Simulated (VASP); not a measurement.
Input of a VASP 6.6.1 run:

Contents of INCAR:

```
PREC     = Accurate       # precision mode
ENCUT    = 500            # plane-wave cutoff, eV
EDIFF    = 1E-6           # SCF threshold, eV
ISMEAR   = 0              # smearing method
SIGMA    = 0.01           # smearing width, eV
LREAL    = F              # projectors in reciprocal space
LASPH    = T              # aspherical terms in the spheres
NELM     = 120            # most SCF steps
ALGO     = Normal         # electronic algorithm
ISIF     = 2              # what is computed and relaxed
LWAVE    = F              # write WAVECAR
LCHARG   = F              # write CHGCAR
GGA      = PE             # functional
NBANDS   = 17             # bands
GGA_COMPAT= F
```

Contents of KPOINTS:

```
Automatic mesh
0
Gamma
  6 6 6
```

Contents of POSCAR:

```
TlCl
1.0
    3.8202541745      0.0000000000      0.0000000000
    0.0000000000      3.8202541745      0.0000000000
    0.0000000000      0.0000000000      3.8202541745
Tl Cl
1 1
Direct
    0.0000000000      0.0000000000      0.0000000000
    0.5000000000      0.5000000000      0.5000000000
```

Potentials or basis: VASP PAW PBE potentials, release 64 (Tl_d, Cl).

Command:

```console
$ cat potpaw_PBE.64/Tl_d/POTCAR potpaw_PBE.64/Cl/POTCAR > POTCAR
$ mpirun -np 1 vasp_std > vasp.out
```

Question: Estimate the pressure.

Answer: 1.5 GPa.

Question: What does it give for the band gap on the k mesh?

Answer: 2.05 eV, direct.

Caveat: spin-orbit coupling is left out, which moves the levels of the heavy elements. A k mesh can miss the band edges.
